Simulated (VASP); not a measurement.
# GaP in VASP: further runs

Runs on GaP. Level: PBEsol. Tasks: single point.

All numbers are computed with VASP 6.6.1; they aren't measurements. Logs are shortened: lines on timing, memory, paths and dates and some standing lists are left out, and cuts for length are marked.

## 1. The cell of the first run

The structure is tetragonal, space group I-4m2 (No. 119). Conventional cell: a = 3.884 Å, b = 3.884 Å, c = 5.406 Å, α = 90.00°, β = 90.00°, γ = 90.00°. Within 3.1 Å of Ga (site symmetry -4m2) lie 4 P at 2.37 Å. Within 3.1 Å of P (site symmetry -4m2) lie 4 Ga at 2.37 Å.

## 2. Single point, PBEsol (in-plane strain +0.01)

The input, INCAR:

```
ALGO     = Normal         # electronic algorithm
EDIFF    = 1E-6           # SCF threshold, eV
ENCUT    = 520            # plane-wave cutoff, eV
GGA      = PS             # functional
ISIF     = 2              # what is computed and relaxed
ISMEAR   = 0              # smearing method
LASPH    = True           # aspherical terms in the spheres
LCHARG   = False          # write CHGCAR
LREAL    = False          # projectors in reciprocal space
LWAVE    = False          # write WAVECAR
NBANDS   = 16             # bands
NELM     = 80             # most SCF steps
PREC     = Accurate       # precision mode
SIGMA    = 0.01           # smearing width, eV
```

The input, KPOINTS:

```
k-points
0
Gamma
  8 8 8
```

The input, POSCAR:

```
GaP
1.0
    2.7464567622      2.7464567622      0.0000000000
   -2.7464567622      2.7464567622      0.0000000000
    0.0000000000      2.7464567622      2.7029485363
Ga P
1 1
Direct
    0.0000000000      0.0000000000      0.0000000000
    0.7500000000      0.2500000000      0.5000000000
```

Potentials or basis: VASP PAW PBE potentials, release 64 (Ga_d, P).

The run is started by

```sh
$ cat potpaw_PBE.64/Ga_d/POTCAR potpaw_PBE.64/P/POTCAR > POTCAR
$ mpirun -np 1 vasp_std > vasp.out
```

OUTCAR:

```text
EDIFF = 1E-6
   ENCUT = 520
   GGA = PS
   ISIF = 2
   ISMEAR = 0
   LASPH = True
   LREAL = False
   NELM = 80
   PREC = Accurate

 ion  position               nearest neighbor table
   1  0.000  0.000  0.000-   2 2.37   2 2.37   2 2.37   2 2.37
   2  0.750  0.250  0.500-   1 2.37   1 2.37   1 2.37   1 2.37

  LATTYP: Found a body centered tetragonal cell.
 ALAT       =     3.8840764016
 C/A-ratio  =     1.3918101792

  Lattice vectors:

 A1 = (   2.7464567622,   0.0000000000,  -2.7029485363)
 A2 = (  -2.7464567622,   0.0000000000,  -2.7029485363)
 A3 = (   0.0000000000,   2.7464567622,   2.7029485363)

Analysis of symmetry for initial positions (statically):
=====================================================================
 Subroutine PRICEL returns:
 Original cell was already a primitive cell.

 Routine SETGRP: Setting up the symmetry group for a
 body centered tetragonal supercell.

 Subroutine GETGRP returns: Found  8 space group operations
 (whereof  8 operations were pure point group operations)
 out of a pool of 16 trial point group operations.

The static configuration has the point symmetry D_2d.

Analysis of symmetry for dynamics (positions and initial velocities):
=====================================================================
 Subroutine PRICEL returns:
 Original cell was already a primitive cell.

 Routine SETGRP: Setting up the symmetry group for a
 body centered tetragonal supercell.

 Subroutine GETGRP returns: Found  8 space group operations
 (whereof  8 operations were pure point group operations)
 out of a pool of 16 trial point group operations.

The dynamic configuration has the point symmetry D_2d.

 Subroutine INISYM returns: Found  8 space group operations
 (whereof  8 operations are pure point group operations),
 and found     1 'primitive' translations

----------------------------------------------------------------------------------------

                                     Primitive cell

  volume of cell :      40.7768

  direct lattice vectors                    reciprocal lattice vectors
     2.746456762  2.746456762  0.000000000     0.182052748  0.182052748 -0.184983174
    -2.746456762  2.746456762  0.000000000    -0.182052748  0.182052748 -0.184983174
     0.000000000  2.746456762  2.702948536     0.000000000  0.000000000  0.369966348

  length of vectors
     3.884076402  3.884076402  3.853434252     0.317025520  0.317025520  0.369966348

  position of ions in fractional coordinates (direct lattice)
     0.000000000  0.000000000  0.000000000
     0.750000000  0.250000000  0.500000000

  ion indices of the primitive-cell ions
   primitive index   ion index
                 1           1
                 2           2

----------------------------------------------------------------------------------------

 KPOINTS: k-points

Automatic generation of k-mesh.
 Grid dimensions read from file:
 generate k-points for:    8    8    8

 Generating k-lattice:

  Cartesian coordinates                     Fractional coordinates (reciprocal lattice)
     0.022756593  0.022756593 -0.023122897     0.125000000  0.000000000 -0.000000000
    -0.022756593  0.022756593 -0.023122897     0.000000000  0.125000000 -0.000000000
     0.000000000  0.000000000  0.046245794     0.000000000  0.000000000  0.125000000

  Length of vectors
     0.039628190  0.039628190  0.046245794

  Shift w.r.t. Gamma in fractional coordinates (k-lattice)
     0.000000000  0.000000000  0.000000000

 Subroutine IBZKPT returns following result:
 ===========================================

 Found     59 irreducible k-points:

 Following reciprocal coordinates:
            Coordinates               Weight
  0.000000  0.000000  0.000000      1.000000
  0.125000  0.000000 -0.000000      8.000000
  0.250000  0.000000 -0.000000      8.000000
  0.375000  0.000000  0.000000      8.000000
  0.500000  0.000000 -0.000000      4.000000
  0.125000  0.125000 -0.000000      8.000000
[... 16 lines left out ...]
  0.250000  0.000000  0.125000      4.000000
  0.375000  0.000000  0.125000      8.000000
 [... further k-points ...]
   k-points           NKPTS =     59   k-points in BZ     NKDIM =     59   number of bands    NBANDS=     16
   number of dos      NEDOS =    301   number of ions     NIONS =      2
   total plane-waves  NPLWV =  27000
   dimension x,y,z NGX =    30 NGY =   30 NGZ =   30
   dimension x,y,z NGXF=    60 NGYF=   60 NGZF=   60
   ions per type =               1   1
   NGX,Y,Z   is equivalent  to a cutoff of  12.84, 12.84, 12.94 a.u.
   NGXF,Y,Z  is equivalent  to a cutoff of  25.68, 25.68, 25.89 a.u.
 SYSTEM =  unknown system
   PREC   = accura    normal or accurate (medium, high low for compatibility)
   ISTART =      0    job   : 0-new  1-cont  2-samecut
   ICHARG =      2    charge: 1-file 2-atom 10-const
   ISPIN  =      1    spin polarized calculation?
   LNONCOLLINEAR =      F non collinear calculations
   LSORBIT =      F    spin-orbit coupling
   LASPH  =      T    aspherical Exc in radial PAW
   ENCUT  =  520.0 eV  38.22 Ry    6.18 a.u.   7.22  7.22  7.16*2*pi/ulx,y,z
   NELM   =     80;   NELMIN=  2; NELMDL= -5     # of ELM steps
   EDIFF  = 0.1E-05   stopping-criterion for ELM
   LREAL  =      F    real-space projection
   EDIFFG = 0.1E-04   stopping-criterion for IOM
   NSW    =      0    number of steps for IOM
   IBRION =     -1    ionic relax: 0-MD 1-quasi-New 2-CG
   NFREE  =      0    steps in history (QN), initial steepest desc. (CG)
   ISIF   =      2    stress and relaxation
   ISYM   =      2    0-nonsym 1-usesym 2-fastsym
   POTIM  = 0.5000    time-step for ionic-motion
   TEBEG  =    0.0;   TEEND  =   0.0 temperature during run
   PSTRESS=    0.0 pullay stress
   NELECT =      18.0000    total number of electrons
   NUPDOWN=      -1.0000    fix difference up-down
   EMIN   =  10.00;   EMAX   =-10.00  energy-range for DOS
   EFERMI =   0.00;   METHOD = LEGACY
   ISMEAR =     0;   SIGMA  =   0.01  broadening in eV -4-tet -1-fermi 0-gaus
   EFERMI_NEDOS =   21; number of points for ismear=-14 and -15
   IALGO  =     38    algorithm
   IMIX   =      4    mixing-type and parameters
     AMIX     =   0.40;   BMIX     =  1.00
     AMIX_MAG =   1.60;   BMIX_MAG =  1.00
  volume/ion in A,a.u.               =      20.39       137.59
  Fermi-wavevector in a.u.,A,eV,Ry     =   1.246507  2.355556 21.140441  1.553779
  Thomas-Fermi vector in A             =   2.380681
   LORBIT       =      0    0 simple, 1 ext, 2 COOP (PROOUT), +10 PAW based schemes
   GGA     = PS    functional components
   LHFCALC =     F    Hartree Fock is set to
   AEXX    =    0.0000 exact exchange contribution
   IVDW    =     0    specifies the selected vdW correction
   LEPSILON=     F    determine dielectric tensor
   LRPA    =     F    only Hartree local field effects (RPA)
 non-spin polarized calculation
 Gauss-broadening in eV      SIGMA  =   0.01
  energy-cutoff  :      520.00
  volume of cell :       40.78
 maximum number of plane-waves:      1111
 NGX is ok and might be reduce to    30
   NGX = 15   NGY = 15   NGZ = 15

 number of electron      17.9999993 magnetization

 Free energy of the ion-electron system (eV)
  ---------------------------------------------------
  ext. energy  EPLUGINS =         0.00000000
  ---------------------------------------------------
  free energy    TOTEN  =        -9.91734480 eV

  energy without entropy =       -9.91734480  energy(sigma->0) =       -9.91734480

 E-fermi :   4.5953     XC(G=0):  -9.9886

 val. band max:        4.5525063279   @ k =   0.0000   0.0000   0.0000
 cond. band min:       5.9327717843   @ k =   0.0000   0.0000   0.3750
 fundamental gap:      1.3802654564
 Fermi energy:         4.5953335091

 k-point     1 :       0.0000    0.0000    0.0000
  band No.  band energies     occupation
      1     -10.0356      2.00000
      2     -10.0356      2.00000
      3     -10.0309      2.00000
      4      -9.9368      2.00000
      5      -9.9345      2.00000
      6      -7.9742      2.00000
[... 8 lines left out ...]
     15      14.1107      0.00000
     16      14.3958      0.00000

 k-point     2 :       0.1250    0.0000   -0.0000
  band No.  band energies     occupation
      1     -10.0476      2.00000
      2     -10.0309      2.00000
      3     -10.0277      2.00000
      4      -9.9370      2.00000
      5      -9.9344      2.00000
      6      -7.7724      2.00000
[... 8 lines left out ...]
     15      13.6929      0.00000
     16      13.9580      0.00000

 k-point     3 :       0.2500    0.0000   -0.0000
  band No.  band energies     occupation
      1     -10.0769      2.00000
      2     -10.0209      2.00000
      3     -10.0180      2.00000
      4      -9.9361      2.00000
      5      -9.9327      2.00000
      6      -7.2001      2.00000
[... 8 lines left out ...]
     15      13.4345      0.00000
     16      14.2038      0.00000

 k-point     4 :       0.3750    0.0000    0.0000
  band No.  band energies     occupation
      1     -10.1036      2.00000
      2     -10.0134      2.00000
      3     -10.0105      2.00000
      4      -9.9329      2.00000
      5      -9.9285      2.00000
      6      -6.4000      2.00000
[... 8 lines left out ...]
     15      14.5973      0.00000
     16      14.6408      0.00000
[... 324 lines left out ...]
 k-point    22 :       0.0000    0.0000    0.1250
  band No.  band energies     occupation
      1     -10.0535      2.00000
      2     -10.0264      2.00000
      3     -10.0264      2.00000
      4      -9.9412      2.00000
      5      -9.9312      2.00000
      6      -7.7003      2.00000
[... 8 lines left out ...]
     15      14.3618      0.00000
     16      14.3630      0.00000

 k-point    23 :       0.2500    0.0000    0.1250
  band No.  band energies     occupation
      1     -10.0671      2.00000
      2     -10.0255      2.00000
      3     -10.0176      2.00000
      4      -9.9370      2.00000
      5      -9.9343      2.00000
      6      -7.4512      2.00000
[... 8 lines left out ...]
     15      13.8093      0.00000
     16      15.1159      0.00000

 k-point    24 :       0.3750    0.0000    0.1250
  band No.  band energies     occupation
      1     -10.0922      2.00000
      2     -10.0148      2.00000
      3     -10.0100      2.00000
      4      -9.9360      2.00000
      5      -9.9329      2.00000
      6      -6.7921      2.00000
[... 8 lines left out ...]
     15      14.8462      0.00000
     16      15.7035      0.00000

 [... further k-points ...]
[... 5 lines left out ...]
  --------------------------------------------------------------------------------------
  -------------------------------------------------------------------------------------
  Total       -0.4132198     -0.4132198     -0.1186369      0.0000000     -0.0000000     -0.0000000
  in kB      -16.2359749    -16.2359749     -4.6614084      0.0000000     -0.0000000     -0.0000000
  external PRESSURE =     -12.3777861 kB  Pullay stress =       0.0000000 kB

 VOLUME and BASIS-vectors are now :
 -----------------------------------------------------------------------------
  energy-cutoff  :      520.00
  volume of cell :       40.78
      direct lattice vectors                 reciprocal lattice vectors
     2.746456762  2.746456762  0.000000000     0.182052748  0.182052748 -0.184983174
    -2.746456762  2.746456762  0.000000000    -0.182052748  0.182052748 -0.184983174
     0.000000000  2.746456762  2.702948536     0.000000000  0.000000000  0.369966348

 POSITION                                       TOTAL-FORCE (eV/Angst)
 -----------------------------------------------------------------------------------
      0.00000      0.00000      0.00000         0.000000      0.000000      0.000000
      1.37323      4.11969      1.35147        -0.000000     -0.000000      0.000000
 -----------------------------------------------------------------------------------
    total drift:                               -0.000001     -0.000000     -0.000000

  FREE ENERGIE OF THE ION-ELECTRON SYSTEM (eV)
  ---------------------------------------------------
  free  energy   TOTEN  =        -9.9173448030 eV

  energy  without entropy=       -9.9173448030  energy(sigma->0) =       -9.91734480
```

Run time: 16 s. Hardware: 1 thread of Intel Xeon 6975P-C (Granite Rapids), shared host; peak memory 0.18 GiB.

Results:

```yaml
Free_energy: -9.9173 eV
Pressure: -1.2 GPa
Band_gap_on_the_k_mesh: 1.38 eV, indirect (least direct gap 1.63 eV)
```

Caveat: the cell differs from its parent crystal (in-plane strain +0.01); the PAW data sets were made with another functional, which shifts forces and pressure a little. A k mesh can miss the band edges.

## 3. Single point, PBEsol (in-plane strain +0.02)

The input, INCAR:

```
  PREC = Accurate
  ENCUT = 520
  EDIFF = 1E-6
  ISMEAR = 0
  SIGMA = 0.01
  LREAL = False
  LASPH = True
  NELM = 100
  ALGO = Normal
  ISIF = 2
  LWAVE = False
  LCHARG = False
  GGA = PS
  NBANDS = 16
```

The input, KPOINTS:

```
regular mesh
0
Gamma
  8 8 8
```

The input, POSCAR:

```
GaP
1.0
    2.7736494034      2.7736494034      0.0000000000
   -2.7736494034      2.7736494034      0.0000000000
    0.0000000000      2.7736494034      2.6866329516
Ga P
1 1
Direct
    0.0000000000      0.0000000000      0.0000000000
    0.7500000000      0.2500000000      0.5000000000
```

Potentials or basis: VASP PAW PBE potentials, release 64 (Ga_d, P).

The run is started by

```sh
$ cat potpaw_PBE.64/Ga_d/POTCAR potpaw_PBE.64/P/POTCAR > POTCAR
$ mpirun -np 1 vasp_std > vasp.out
```

OUTCAR:

```text
PREC = Accurate
   ENCUT = 520
   EDIFF = 1E-6
   ISMEAR = 0
   LREAL = False
   LASPH = True
   NELM = 100
   ISIF = 2
   GGA = PS

 ion  position               nearest neighbor table
   1  0.000  0.000  0.000-   2 2.38   2 2.38   2 2.38   2 2.38
   2  0.750  0.250  0.500-   1 2.38   1 2.38   1 2.38   1 2.38

  LATTYP: Found a body centered tetragonal cell.
 ALAT       =     3.9225326036
 C/A-ratio  =     1.3698460781

  Lattice vectors:

 A1 = (   2.7736494034,   0.0000000000,  -2.6866329516)
 A2 = (  -2.7736494034,   0.0000000000,  -2.6866329516)
[... 626 lines left out ...]
      4     -10.0547      2.00000
      5     -10.0536      2.00000
      6      -6.8551      2.00000
[... 8 lines left out ...]
     15      14.5817      0.00000
     16      15.5961      0.00000

 [... further k-points ...]
[... 5 lines left out ...]
  --------------------------------------------------------------------------------------
  -------------------------------------------------------------------------------------
  Total       -0.7865301     -0.7865301     -0.2085865      0.0000000      0.0000000      0.0000000
  in kB      -30.4848780    -30.4848780     -8.0845389      0.0000000      0.0000000      0.0000000
  external PRESSURE =     -23.0180983 kB  Pullay stress =       0.0000000 kB

 VOLUME and BASIS-vectors are now :
 -----------------------------------------------------------------------------
  energy-cutoff  :      520.00
  volume of cell :       41.34
      direct lattice vectors                 reciprocal lattice vectors
     2.773649403  2.773649403  0.000000000     0.180267917  0.180267917 -0.186106554
    -2.773649403  2.773649403  0.000000000    -0.180267917  0.180267917 -0.186106554
     0.000000000  2.773649403  2.686632952     0.000000000  0.000000000  0.372213108

 POSITION                                       TOTAL-FORCE (eV/Angst)
 -----------------------------------------------------------------------------------
      0.00000      0.00000      0.00000        -0.000000     -0.000000      0.000000
      1.38682      4.16047      1.34332         0.000000      0.000000      0.000000
 -----------------------------------------------------------------------------------
    total drift:                               -0.000001     -0.000000     -0.000000

  FREE ENERGIE OF THE ION-ELECTRON SYSTEM (eV)
  ---------------------------------------------------
  free  energy   TOTEN  =        -9.9066727414 eV

  energy  without entropy=       -9.9066727414  energy(sigma->0) =       -9.90667274
```

Wall time 16 s (1 thread of Intel Xeon 6975P-C (Granite Rapids), shared host); peak memory 0.19 GiB.

Results:

| Quantity | Value |
| --- | --- |
| Free energy | -9.9067 eV |
| Pressure | -2.3 GPa |
| Band gap on the k mesh | 1.25 eV, indirect (least direct gap 1.46 eV) |

Levels at points of the mesh, in eV from the valence-band top:
| k point | band 7 | band 8 | band 9 | band 10 | band 11 | band 12 |
| --- | --- | --- | --- | --- | --- | --- |
| (0.00, 0.00, 0.00) | -0.17 | -0.17 | 0.00 | 1.46 | 3.68 | 3.75 |
| (0.50, 0.00, 0.00) | -6.69 | -1.34 | -1.08 | 1.39 | 4.43 | 4.69 |
| (0.50, 0.50, 0.00) | -6.89 | -2.69 | -2.67 | 1.52 | 1.73 | 10.21 |
| (0.00, 0.00, 0.50) | -6.68 | -2.89 | -2.89 | 1.31 | 1.42 | 10.27 |

Caveat: the cell differs from its parent crystal (in-plane strain +0.02); the PAW data sets were made with another functional, which shifts forces and pressure a little. A k mesh can miss the band edges.

## 4. Single point, PBEsol

This run uses another cell than the first one, of 20.11 Å³/atom, 0.986 times its volume.

The input, INCAR:

```
SYSTEM = GaP
ALGO     = Normal         ! electronic algorithm
EDIFF    = 1E-6           ! SCF threshold, eV
ENCUT    = 520            ! plane-wave cutoff, eV
GGA      = PS             ! functional
ISIF     = 2              ! what is computed and relaxed
ISMEAR   = -1             ! smearing method
LASPH    = .TRUE.         ! aspherical terms in the spheres
LCHARG   = .TRUE.         ! write CHGCAR
LELF     = .TRUE.         ! ELF
LREAL    = .FALSE.        ! projectors in reciprocal space
LVHAR    = .TRUE.       
LWAVE    = .FALSE.        ! write WAVECAR
NBANDS   = 16             ! bands
NELM     = 80             ! most SCF steps
PREC     = Accurate       ! precision mode
SIGMA    = 0.05           ! smearing width, eV
```

The input, KPOINTS:

```
k-points
0
G
  12 12 12
  0 0 0
```

The input, POSCAR:

```
GaP
1.0
    2.7192641210      2.7192641210      0.0000000000
   -2.7192641210      2.7192641210      0.0000000000
    0.0000000000      2.7192641210      2.7192641210
Ga P
1 1
Direct
    0.0000000000      0.0000000000      0.0000000000
    0.7500000000      0.2500000000      0.5000000000
```

The run is started by

```sh
$ cat potpaw_PBE.64/Ga_d/POTCAR potpaw_PBE.64/P/POTCAR > POTCAR
$ mpirun -np 1 vasp_std > vasp.out
```

Run time: 23 s. Hardware: 1 thread of Intel Xeon 6975P-C (Granite Rapids), shared host; peak memory 0.19 GiB.

It converged, with:

| Quantity | Value |
| --- | --- |
| Free energy | -9.9237 eV |
| Pressure | -0.1 GPa |
| Band gap on the k mesh | 1.46 eV, indirect (least direct gap 1.81 eV) |

Levels at points of the mesh, in eV from the valence-band top:
```
           k point  band 5  band 6  band 7  band 8  band 9  band 10  band 11  band 12  band 13  band 14
(0.00, 0.00, 0.00)  -14.45  -12.57    0.00    0.00    0.00     1.81     3.83     3.83     3.83     8.60
(0.50, 0.00, 0.00)  -14.44  -10.46   -6.73   -1.14   -1.14     1.61     4.65     4.65     8.10    10.79
(0.50, 0.50, 0.00)  -14.43   -9.54   -6.84   -2.74   -2.74     1.50     1.71    10.60    10.60    11.14
```

Caveat: the PAW data sets were made with another functional, which shifts forces and pressure a little.

## 5. Summary

```csv
cell,k mesh,smearing,gap on the mesh (eV),pressure (GPa)
"a = 3.884, b = 3.884, c = 3.853 Å, angles 59.7, 59.7, 90.0°, 2 atoms",8 × 8 × 8,gaussian 0.01 eV,1.38,-1.2
"a = 3.923, b = 3.923, c = 3.861 Å, angles 59.5, 59.5, 90.0°, 2 atoms",8 × 8 × 8,gaussian 0.01 eV,1.25,-2.3
"a = 3.846 Å, angles 60.0, 60.0, 90.0°, 2 atoms",12 × 12 × 12,fermi-dirac 0.05 eV,1.46,-0.1
```

Alike in all rows: task single point; level PBEsol; potentials or basis VASP PAW PBE potentials, release 64 (Ga_d, P); no spin polarisation; cutoff (eV) 520.

Caveats: the PAW data sets were made with another functional, which shifts forces and pressure a little.

Total energies depend on the potentials used, so only differences within one code and one set of settings carry meaning.
